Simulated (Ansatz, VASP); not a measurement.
# WC in VASP and in Ansatz

Contents of INCAR:

```
SYSTEM = WC
ALGO = Normal
DIPOL = 0.5 0.5 0.500
EDIFF = 1E-7
ENCUT = 520
GGA = PS
IDIPOL = 3
ISIF = 2
ISMEAR = 0
LASPH = .True.
LCHARG = .False.
LDIPOL = .True.
LREAL = .False.
LWAVE = .False.
NBANDS = 46
NELM = 80
PREC = Accurate
SIGMA = 0.1
```

File KPOINTS:

```
k-points
0
Gamma
  12 12 1
  0 0 0
```

File POSCAR:

```
WC
1.0
    2.8984136678      0.0000000000      0.0000000000
   -1.4492068339      2.5100998670      0.0000000000
    0.0000000000      0.0000000000     16.8966416592
C W
4 4
Direct
    0.6666666667      0.3333333333      0.2071417546
    0.6666666667      0.3333333333      0.3744893234
    0.6666666667      0.3333333333      0.5418368922
    0.6666666667      0.3333333333      0.7091844610
    0.0000000000      0.0000000000      0.2908155390
    0.0000000000      0.0000000000      0.4581631078
    0.0000000000      0.0000000000      0.6255106766
    0.0000000000      0.0000000000      0.7928582454
```

Input for Ansatz:

```yaml
crystal:
  lattice:
    - [2.8984136678, 0.0, 0.0]
    - [-1.4492068339, 2.510099867, 0.0]
    - [0.0, 0.0, 16.8966416592]
  atoms:
    - { symbol: C, position: [0.6666666667, 0.3333333333, 0.2071417546] }
    - { symbol: W, position: [0.0, 0.0, 0.290815539] }
    - { symbol: C, position: [0.6666666667, 0.3333333333, 0.3744893234] }
    - { symbol: W, position: [0.0, 0.0, 0.4581631078] }
    - { symbol: C, position: [0.6666666667, 0.3333333333, 0.5418368922] }
    - { symbol: W, position: [0.0, 0.0, 0.6255106766] }
    - { symbol: C, position: [0.6666666667, 0.3333333333, 0.709184461] }
    - { symbol: W, position: [0.0, 0.0, 0.7928582454] }
basis:
  ecutwfc: 420
kpoints:
  mp_grid: { grid: [12, 12, 1] }
hamiltonian:
  xc: pbesol
scf:
  occupations: { method: gaussian, width: 0.1 }
output:
  forces: true
  stress: true
  eigenvalues: true
efield:
  axis: 3
  dipole_correction: true
  ramp_width: 0.04
```

Alike in both runs: task single point; functional PBEsol; k mesh 12 × 12 × 1; occupations gaussian, width 0.1 eV; no spin polarisation.

|  | VASP | Ansatz |
| --- | --- | --- |
| version | VASP 6.6.1 | Ansatz 0.2.0 |
| potentials or method | VASP PAW PBE potentials, release 64 (C, W_sv), cutoff 520 eV | scalar-relativistic, plane waves, PAW |
| valence electrons in the cell | 72 | 72 |

|  | VASP | Ansatz | Ansatz less VASP |
| --- | --- | --- | --- |
| gap on the k mesh at the Fermi level (eV) | none | none | - |
| rms of the force components (eV/Å) | 1.553 | 1.559 | +0.0057 |

VASP's potentials were made for PBE, not for PBEsol. A gap of «none» marks a metal or a gap that the smearing closes. Ansatz's warnings: vacuum density over bound.

Spin-orbit coupling is off throughout.
